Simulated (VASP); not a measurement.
Wanted: the native input for a VASP 6.6.1 run.

| Item | Value |
| --- | --- |
| Task | single point |
| Functional | LDA |
| Potentials or basis | VASP PAW PBE potentials, release 64 (Lu) |
| Cutoff | 520 eV |
| k mesh | 12 × 12 × 4 |
| Occupations | fermi-dirac, width 0.1 eV |
| Spin | no spin polarisation |
| Dipole correction | no |
| Further INCAR settings | ALGO = Normal; EDIFF = 1e-06; NBANDS = 58 |

The structure of Lu lies in POSCAR:

```
Lu
1.0
    3.4568343489      0.0000000000      0.0000000000
   -1.7284171744      2.9937063628      0.0000000000
    0.0000000000      0.0000000000     11.1067242356
Lu
4
Direct
    0.0000000000      0.0000000000      0.0000000000
    1.0000000000      0.0000000000      0.5000000000
    0.3333333333      0.6666666667      0.2500000000
    0.6666666667      0.3333333333      0.7500000000
```

These files were run (other wordings do the same):

INCAR

```
ALGO     = Normal         # electronic algorithm
EDIFF    = 1E-6           # SCF threshold, eV
ENCUT    = 520            # plane-wave cutoff, eV
GGA      = CA             # functional
ISIF     = 2              # what is computed and relaxed
ISMEAR   = -1             # smearing method
LASPH    = True           # aspherical terms in the spheres
LCHARG   = True           # write CHGCAR
LELF     = True           # ELF
LREAL    = False          # projectors in reciprocal space
LVHAR    = True         
LWAVE    = False          # write WAVECAR
NBANDS   = 58             # bands
NELM     = 100            # most SCF steps
PREC     = Accurate       # precision mode
SIGMA    = 0.1            # smearing width, eV
```

KPOINTS

```
k-points
0
Gamma
  12 12 4
```

Potentials or basis: VASP PAW PBE potentials, release 64 (Lu).

Launch:

```console
$ cat potpaw_PBE.64/Lu/POTCAR > POTCAR
$ mpirun -np 1 vasp_std > vasp.out
```

It gave:

```yaml
Pressure: -4.7 GPa
Band_gap_on_the_k_mesh: zero (bands 50 and 51 overlap by 1.48 eV)
```

Caveat: the cell stands under tension; the PAW data sets were made with another functional, which shifts forces and pressure a little; spin-orbit coupling is left out, which moves the levels of the heavy elements.

It took 6.9 min on 1 thread of AMD EPYC 7R13 Processor (Zen 3), with other jobs on the host, peak memory 0.36 GiB.
